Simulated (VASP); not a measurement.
Runs of VASP 6.6.1 on In. The structure is that of space group P6_3/mmc (No. 194), or close to it. The cells are those of the table. This isn't the form of In at room conditions, which is tetragonal.

| task | cell | k mesh | cutoff (eV) | gap on the mesh (eV) | pressure (GPa) |
| --- | --- | --- | --- | --- | --- |
| single point | a = 3.298, b = 3.298, c = 5.353 Å, angles 90.0, 90.0, 120.0°, 2 atoms | 12 × 12 × 7 | 520 | none | 5.3 |
| single point | a = 3.441, b = 3.441, c = 5.586 Å, angles 90.0, 90.0, 120.0°, 2 atoms | 11 × 11 × 6 | 520 | none | 0.0 |
| single point | a = 3.574, b = 3.574, c = 5.801 Å, angles 90.0, 90.0, 120.0°, 2 atoms | 12 × 12 × 7 | 520 | none | -2.6 |
| single point | a = 3.487, b = 3.487, c = 5.659 Å, angles 90.0, 90.0, 120.0°, 2 atoms | 12 × 12 × 7 | 520 | none | -1.1 |
| single point | a = 3.347, b = 3.347, c = 5.433 Å, angles 90.0, 90.0, 120.0°, 2 atoms | 12 × 12 × 7 | 520 | none | (b) |
| single point | a = 3.395, b = 3.395, c = 5.510 Å, angles 90.0, 90.0, 120.0°, 2 atoms | 12 × 12 × 7 | 520 | none | 1.3 |
| single point | a = 3.441, b = 3.441, c = 5.586 Å, angles 90.0, 90.0, 120.0°, 2 atoms | 12 × 12 × 7 | 520 | none | 0.0 |
| relaxation of cell and atoms | relaxed from a = 3.331, b = 3.331, c = 5.440 Å, angles 90.0, 90.0, 120.0°, 2 atoms | 11 × 11 × 6 | 600 | none | 0.0 |
| single point | a = 3.531, b = 3.531, c = 5.731 Å, angles 90.0, 90.0, 120.0°, 2 atoms | 12 × 12 × 7 | 520 | none | (a) |
| single point | a = 3.441, b = 3.441, c = 5.586 Å, angles 90.0, 90.0, 120.0°, 2 atoms | 17 × 17 × 9 | 520 | none | 0.0 |

Alike in all rows: level revPBE; potentials or basis VASP PAW PBE potentials, release 64 (In_d); no spin polarisation; smearing fermi-dirac 0.1 eV.

**Question.** Fill in the values left out.

**Answer.** (a) -2.0; (b) 3.1.

Caveats: the PAW data sets were made with another functional, which shifts forces and pressure a little; spin-orbit coupling is left out, which moves the levels of the heavy elements; the cell stands under pressure (at least some runs).

A k mesh can miss the band edges, and the runs leave out spin-orbit coupling on In.

A gap of «none» marks levels without a gap at the run's occupations.
